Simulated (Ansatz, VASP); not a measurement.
## CaS4: VASP beside Ansatz

```xyz
5
Lattice="4.6450 0.0000 0.0000 0.0000 4.6450 0.0000 0.0000 0.0000 4.6450" Properties=species:S:1:pos:R:3 pbc="T T T"
Ca    2.3225    2.3225    2.3225
S     2.3225    0.0000    0.0000
S     0.0000    2.3225    0.0000
S     0.0000    0.0000    2.3225
S     0.0000    0.0000    0.0000
```

Alike in both runs: functional PBE; k mesh 8 × 8 × 8; occupations gaussian, width 0.1 eV; no spin polarisation.

Ansatz relaxed the structure, and its values are those at the end. VASP's run is a single point on that final structure, the one shown.

|  | VASP | Ansatz |
| --- | --- | --- |
| version | VASP 6.6.1 | Ansatz 0.2.0 |
| potentials or method | VASP PAW PBE potentials, release 64 (Ca_sv, S), cutoff 520 eV | scalar-relativistic, plane waves, PAW |
| valence electrons in the cell | 34 | 34 |

VASP gave:

| Property | Result |
| --- | --- |
| gap on the k mesh at the Fermi level (eV) | none |
| pressure (GPa) | -0.1 |

Q: Which values does Ansatz return?

A: gap on the k mesh at the Fermi level (eV): none; pressure (GPa): 0.0.

A gap of «none» marks a metal or a gap that the smearing closes. The functional is the same, so the differences come from potentials, cutoffs and numerics.
